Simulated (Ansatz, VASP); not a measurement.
**Pd: VASP beside Ansatz**

Contents of INCAR:

```
PREC     = Accurate       # precision mode
ENCUT    = 520            # plane-wave cutoff, eV
EDIFF    = 1E-6           # SCF threshold, eV
ISMEAR   = 0              # smearing method
SIGMA    = 0.15           # smearing width, eV
LREAL    = False          # projectors in reciprocal space
LASPH    = True           # aspherical terms in the spheres
NELM     = 100            # most SCF steps
ALGO     = Normal         # electronic algorithm
ISIF     = 2              # what is computed and relaxed
LWAVE    = False          # write WAVECAR
LCHARG   = False          # write CHGCAR
GGA      = PS             # functional
NBANDS   = 11             # bands
```

The input KPOINTS:

```
regular mesh
0
Gamma
  20 20 20
```

The input POSCAR:

```
Pd
1.0
    0.0000000000      1.9449000000      1.9157265000
    1.9449000000      0.0000000000      1.9157265000
    1.9449000000      1.9449000000      0.0000000000
Pd
1
Direct
    0.0000000000      0.0000000000      0.0000000000
```

Input for Ansatz:

```yaml
crystal:
  lattice:
    - [0.0, 1.9449, 1.9157265]
    - [1.9449, 0.0, 1.9157265]
    - [1.9449, 1.9449, 0.0]
  atoms:
    - { symbol: Pd, position: [0.0, 0.0, 0.0] }
basis:
  ecutwfc: 420
kpoints:
  mp_grid: { grid: [20, 20, 20] }
hamiltonian:
  xc: pbesol
scf:
  occupations: { method: gaussian, width: 0.15 }
output:
  forces: true
  stress: true
  eigenvalues: true
```

Change from the starting cell: strain -0.0150 x Voigt [0, 0, 1, 0, 0, 0], atoms carried along.

Alike in both runs: task single point; functional PBEsol; k mesh 20 × 20 × 20; occupations gaussian, width 0.15 eV; no spin polarisation.

|  | VASP | Ansatz |
| --- | --- | --- |
| version | VASP 6.6.1 | Ansatz 0.2.0 |
| potentials or method | VASP PAW PBE potentials, release 64 (Pd), cutoff 520 eV | scalar-relativistic, plane waves, PAW |
| valence electrons in the cell | 10 | 18 |

VASP gave:

- gap on the k mesh at the Fermi level (eV): none
- pressure (GPa): 0.5
- traceless stress, the component that is largest in VASP (GPa): 0.60

**Question.** Estimate Ansatz's values.

**Answer.** gap on the k mesh at the Fermi level (eV): none; pressure (GPa): 0.9; traceless stress, the component that is largest in VASP (GPa): 0.61.

VASP's potentials were made for PBE, not for PBEsol. A gap of «none» marks a metal or a gap that the smearing closes. The functional is the same, so the differences come from potentials, cutoffs and numerics. VASP's potentials hold 10 valence electrons a cell and Ansatz's 18, so a difference there can come from the potentials and not from the codes.
